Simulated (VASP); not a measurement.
# La (C2/c) in VASP: single point with LDA

Aim: the single point of La with LDA.

Everything below comes from runs of VASP 6.6.1. Logs are shortened: lines on timing, memory, paths and dates and some standing lists are left out, and cuts for length are marked.

## Step 1: The cell of the first run

The typed cell holds 2 atoms: a = 4.677 Å, b = 4.677 Å, c = 4.698 Å, α = 99.25°, β = 99.25°, γ = 132.68°.

## Step 2: Single point, LDA (34.61 Å³/atom)

Input file INCAR:

```
SYSTEM = La
PREC = Accurate
ENCUT = 520
EDIFF = 1E-6
ISMEAR = -1
SIGMA = 0.1
LREAL = .False.
LASPH = .True.
NELM = 100
ALGO = Normal
ISIF = 2
LWAVE = .False.
LCHARG = .False.
NBANDS = 18
```

Input file KPOINTS:

```
Automatic mesh
0
Gamma
  12 12 9
  0 0 0
```

Input file POSCAR:

```
La
1.0
   -3.0296853333      3.0281881760      1.8769089947
    3.0281881760     -3.0296853333      1.8769089947
    3.0448638903      3.0448638903     -1.8796510410
La
2
Direct
    0.0001551023      0.9998448977      0.0000000000
    0.7498448977      0.2501551023      0.5000000000
```

Potentials or basis: VASP PAW LDA potentials, release 64 (La).

The run is started by

```
$ cat potpaw_LDA.64/La/POTCAR > POTCAR
$ mpirun -np 1 vasp_std > vasp.out
```

OUTCAR:

```text
SYSTEM = La
   PREC = Accurate
   ENCUT = 520
   EDIFF = 1E-6
   ISMEAR = -1
   LREAL = .False.
   LASPH = .True.
   NELM = 100
   ISIF = 2

 ion  position               nearest neighbor table
   1  0.000  1.000  0.000-   2 3.18   2 3.18   2 3.18   2 3.18
   2  0.750  0.250  0.500-   1 3.18   1 3.18   1 3.18   1 3.18

  Warning from LATTYP: Got some problem with cell dimensions!
  Tried to take original basis but could not verify dimensions!
  LATTYP: Found a base centered monoclinic cell.
 ALAT       =     3.7538185865
 B/A-ratio  =     2.2822431821
 C/A-ratio  =     1.2505459198
 COS(beta)  =    -0.3987239982

  Lattice vectors:

 A1 = (   3.0296853333,  -3.0281881760,  -1.8769089947)
 A2 = (  -3.0281881760,   3.0296853333,  -1.8769089947)
 A3 = (   3.0433667330,   3.0433667330,   1.8741669484)

Analysis of symmetry for initial positions (statically):
=====================================================================
 Subroutine PRICEL returns:
 Original cell was already a primitive cell.

 Routine SETGRP: Setting up the symmetry group for a
 base centered monoclinic supercell.

 Subroutine GETGRP returns: Found  4 space group operations
 (whereof  2 operations were pure point group operations)
 out of a pool of  4 trial point group operations.

The static configuration has the point symmetry C_2 .
 The point group associated with its full space group is C_2h.

Analysis of symmetry for dynamics (positions and initial velocities):
=====================================================================
 Subroutine PRICEL returns:
 Original cell was already a primitive cell.

 Routine SETGRP: Setting up the symmetry group for a
 base centered monoclinic supercell.

 Subroutine GETGRP returns: Found  4 space group operations
 (whereof  2 operations were pure point group operations)
 out of a pool of  4 trial point group operations.

The dynamic configuration has the point symmetry C_2 .
 The point group associated with its full space group is C_2h.

 Subroutine INISYM returns: Found  4 space group operations
 (whereof  2 operations are pure point group operations),
 and found     1 'primitive' translations

----------------------------------------------------------------------------------------

                                     Primitive cell

  volume of cell :      69.2236

[... 84 lines left out ...]
   LSORBIT =      F    spin-orbit coupling
   LASPH  =      T    aspherical Exc in radial PAW
   ENCUT  =  520.0 eV  38.22 Ry    6.18 a.u.   8.70  8.70  8.74*2*pi/ulx,y,z
   NELM   =    100;   NELMIN=  2; NELMDL= -5     # of ELM steps
   EDIFF  = 0.1E-05   stopping-criterion for ELM
   LREAL  =      F    real-space projection
   EDIFFG = 0.1E-04   stopping-criterion for IOM
   NSW    =      0    number of steps for IOM
   IBRION =     -1    ionic relax: 0-MD 1-quasi-New 2-CG
   NFREE  =      0    steps in history (QN), initial steepest desc. (CG)
   ISIF   =      2    stress and relaxation
   ISYM   =      2    0-nonsym 1-usesym 2-fastsym
   POTIM  = 0.5000    time-step for ionic-motion
   TEBEG  =    0.0;   TEEND  =   0.0 temperature during run
   PSTRESS=    0.0 pullay stress
   NELECT =      22.0000    total number of electrons
   NUPDOWN=      -1.0000    fix difference up-down
   EMIN   =  10.00;   EMAX   =-10.00  energy-range for DOS
   EFERMI =   0.00;   METHOD = LEGACY
   ISMEAR =    -1;   SIGMA  =   0.10  broadening in eV -4-tet -1-fermi 0-gaus
   EFERMI_NEDOS =   21; number of points for ismear=-14 and -15
   IALGO  =     38    algorithm
   IMIX   =      4    mixing-type and parameters
     AMIX     =   0.40;   BMIX     =  1.00
     AMIX_MAG =   1.60;   BMIX_MAG =  1.00
  volume/ion in A,a.u.               =      34.61       233.57
  Fermi-wavevector in a.u.,A,eV,Ry     =   1.117200  2.111202 16.981920  1.248136
  Thomas-Fermi vector in A             =   2.253821
   LORBIT       =      0    0 simple, 1 ext, 2 COOP (PROOUT), +10 PAW based schemes
   GGA     = CA    functional components
   LHFCALC =     F    Hartree Fock is set to
   AEXX    =    0.0000 exact exchange contribution
   IVDW    =     0    specifies the selected vdW correction
   LEPSILON=     F    determine dielectric tensor
   LRPA    =     F    only Hartree local field effects (RPA)
 non-spin polarized calculation
  energy-cutoff  :      520.00
  volume of cell :       69.22
 maximum number of plane-waves:      1882
   NGX = 17   NGY = 17   NGZ = 17

 number of electron      21.9999998 magnetization

 Free energy of the ion-electron system (eV)
  ---------------------------------------------------
  ext. energy  EPLUGINS =         0.00000000
  ---------------------------------------------------
  free energy    TOTEN  =       -10.72165011 eV

  energy without entropy =      -10.61073509  energy(sigma->0) =      -10.66619260

 E-fermi :   8.1795     XC(G=0): -10.0139

 val. band max:        8.1752795882   @ k =   0.0833  -0.0000  -0.0000
 cond. band min:       8.1821211383   @ k =  -0.0833  -0.3333   0.2222
 fundamental gap:      0.0068415501
 Fermi energy:         8.1794804249

 k-point     1 :       0.0000    0.0000    0.0000
  band No.  band energies     occupation
      1     -24.7217      2.00000
      2     -23.9509      2.00000
      3      -9.1915      2.00000
      4      -9.1723      2.00000
      5      -7.6861      2.00000
      6      -7.6242      2.00000
[... 481 lines left out ...]
      5      -8.4457      2.00000
      6      -7.7964      2.00000
[... 10 lines left out ...]
     17       9.9266      0.00000
     18      10.0483      0.00000

 [... further k-points ...]

------------------------ aborting loop because EDIFF is reached ----------------------------------------

  FORCE on cell =-STRESS in cart. coord.  units (eV):
  Direction    XX          YY          ZZ          XY          YZ          ZX
  --------------------------------------------------------------------------------------
  -------------------------------------------------------------------------------------
  Total       -1.3637741     -1.3637741     -1.5989129     -0.0089019      0.0030546      0.0030546
  in kB      -31.5644809    -31.5644809    -37.0067566     -0.2060332      0.0706977      0.0706987
  external PRESSURE =     -33.3785728 kB  Pullay stress =       0.0000000 kB

 VOLUME and BASIS-vectors are now :
 -----------------------------------------------------------------------------
  energy-cutoff  :      520.00
  volume of cell :       69.22
      direct lattice vectors                 reciprocal lattice vectors
    -3.029685333  3.028188176  1.876908995    -0.000291537  0.164782890  0.266461046
     3.028188176 -3.029685333  1.876908995     0.164782890 -0.000291537  0.266461046
     3.044863890  3.044863890 -1.879651041     0.164251393  0.164251393  0.000131019

 POSITION                                       TOTAL-FORCE (eV/Angst)
 -----------------------------------------------------------------------------------
      3.02725     -3.02875      1.87691         0.001131     -0.001131     -0.000000
      0.00815      3.03521      0.93708        -0.001131      0.001131      0.000000
 -----------------------------------------------------------------------------------
    total drift:                                0.000000      0.000000     -0.000000

  FREE ENERGIE OF THE ION-ELECTRON SYSTEM (eV)
  ---------------------------------------------------
  free  energy   TOTEN  =       -10.7216501053 eV

  energy  without entropy=      -10.6107350941  energy(sigma->0) =      -10.66619260
```

OSZICAR:

```text
N       E                     dE             d eps       ncg     rms          rms(c)
DAV:   1     0.242419130225E+03    0.24242E+03   -0.76773E+03 12788   0.172E+03
DAV:   2     0.240713631717E+02   -0.21835E+03   -0.21502E+03 18140   0.298E+02
DAV:   3    -0.747290151520E+01   -0.31544E+02   -0.30570E+02 21138   0.134E+02
DAV:   4    -0.105511435713E+02   -0.30782E+01   -0.30239E+01 25510   0.384E+01
DAV:   5    -0.107826731158E+02   -0.23153E+00   -0.22925E+00 20624   0.997E+00    0.409E+00
DAV:   6    -0.107560667156E+02    0.26606E-01   -0.44578E-01 25536   0.482E+00    0.220E+00
DAV:   7    -0.107236850893E+02    0.32382E-01   -0.41336E-02 24600   0.165E+00    0.514E-01
DAV:   8    -0.107215838823E+02    0.21012E-02   -0.50230E-03 25480   0.494E-01    0.529E-02
DAV:   9    -0.107216267334E+02   -0.42851E-04   -0.78169E-04 24856   0.193E-01    0.367E-02
DAV:  10    -0.107216425461E+02   -0.15813E-04   -0.79476E-05 21488   0.579E-02    0.297E-02
DAV:  11    -0.107216500004E+02   -0.74543E-05   -0.26494E-05 24848   0.514E-02    0.459E-03
DAV:  12    -0.107216501053E+02   -0.10494E-06   -0.10311E-06 17224   0.778E-03
   1 F= -.10721650E+02 E0= -.10666193E+02  d E =-.110915E+00
```

stdout:

```text
POSCAR found type information on POSCAR La
 POSCAR found :  1 types and       2 ions
 scaLAPACK will be used
 LDA part: xc-table for (Slater(with rela. corr.)+CA(PZ))
 , standard interpolation
 POSCAR, INCAR and KPOINTS ok, starting setup
 FFT: planning ... GRIDC
 FFT: planning ... GRID_SOFT
 FFT: planning ... GRID
 WAVECAR not read
 entering main loop
```

Run time: 9.4 min. Hardware: 1 thread of Intel Xeon 8259CL, shared host; peak memory 0.53 GiB.

Results:

- Free energy: -10.7217 eV
- Pressure: -3.3 GPa
- Band gap on the k mesh: zero (bands 11 and 12 overlap by 1.26 eV)

Caveat: the cell stands under tension; spin-orbit coupling is left out, which moves the levels of the heavy elements.
